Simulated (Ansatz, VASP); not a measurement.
# One calculation of C, two programs

INCAR

```
SYSTEM = C
  PREC = Accurate
  ENCUT = 520
  EDIFF = 1E-6
  ISMEAR = 0
  SIGMA = 0.05
  LREAL = .False.
  LASPH = .True.
  NELM = 60
  ALGO = Normal
  ISIF = 2
  LWAVE = .False.
  LCHARG = .True.
  GGA = CA
  LELF = .True.
  LVHAR = .True.
  NBANDS = 26
```

KPOINTS

```
regular mesh
0
Gamma
  6 6 10
  0 0 0
```

Contents of POSCAR:

```
C
1.0
    2.1032727620     -4.3337146136      0.0000000000
    2.1032727620      4.3337146136      0.0000000000
    0.0000000000      0.0000000000      2.4856616114
C
8
Direct
    0.6482879639      0.9815881366      0.0000000000
    0.3517120361      0.0184118634      0.0000000000
    0.0184118634      0.3517120361      0.0000000000
    0.9815881366      0.6482879639      0.0000000000
    0.4202504346      0.2877621381      0.6485212667
    0.5954459046      0.7739231852      0.5000000000
    0.7739231852      0.5954459046      0.5000000000
    0.2260768148      0.4045540954      0.5000000000
```

Input for Ansatz:

```yaml
crystal:
  lattice:
    - [2.103272762, -4.3337146136, 0.0]
    - [2.103272762, 4.3337146136, 0.0]
    - [0.0, 0.0, 2.4856616114]
  atoms:
    - { symbol: C, position: [0.6482879639, 0.9815881366, 0.0] }
    - { symbol: C, position: [0.3517120361, 0.0184118634, 0.0] }
    - { symbol: C, position: [0.0184118634, 0.3517120361, 0.0] }
    - { symbol: C, position: [0.9815881366, 0.6482879639, 0.0] }
    - { symbol: C, position: [0.4202504346, 0.2877621381, 0.6485212667] }
    - { symbol: C, position: [0.5954459046, 0.7739231852, 0.5] }
    - { symbol: C, position: [0.7739231852, 0.5954459046, 0.5] }
    - { symbol: C, position: [0.2260768148, 0.4045540954, 0.5] }
basis:
  ecutwfc: 420
kpoints:
  mp_grid: { grid: [6, 6, 10] }
hamiltonian:
  xc: lda
scf:
  occupations: { method: gaussian, width: 0.05 }
output:
  forces: true
  stress: true
  eigenvalues: true
```

Alike in both runs: task single point; functional LDA; k mesh 6 × 6 × 10; occupations gaussian, width 0.05 eV; no spin polarisation.

|  | VASP | Ansatz |
| --- | --- | --- |
| version | VASP 6.6.1 | Ansatz 0.2.0 |
| potentials or method | VASP PAW LDA potentials, release 64 (C), cutoff 520 eV | scalar-relativistic, plane waves, PAW |
| valence electrons in the cell | 32 | 32 |

VASP gave:

| Quantity | Value |
| --- | --- |
| gap on the k mesh at the Fermi level (eV) | none |
| pressure (GPa) | 15.0 |
| traceless stress, the component that is largest in VASP (GPa) | 3.76 |
| rms of the force components (eV/Å) | 2.292 |

Task: Estimate Ansatz's values.

Result: gap on the k mesh at the Fermi level (eV): none; pressure (GPa): 13.5; traceless stress, the component that is largest in VASP (GPa): 3.67; rms of the force components (eV/Å): 2.287.

LDA's correlation is that of Perdew and Zunger in VASP and of Perdew and Wang (1992) in Ansatz. Atom by atom the forces differ by 0.018 eV/Å (rms over components). A gap of «none» marks a metal or a gap that the smearing closes.
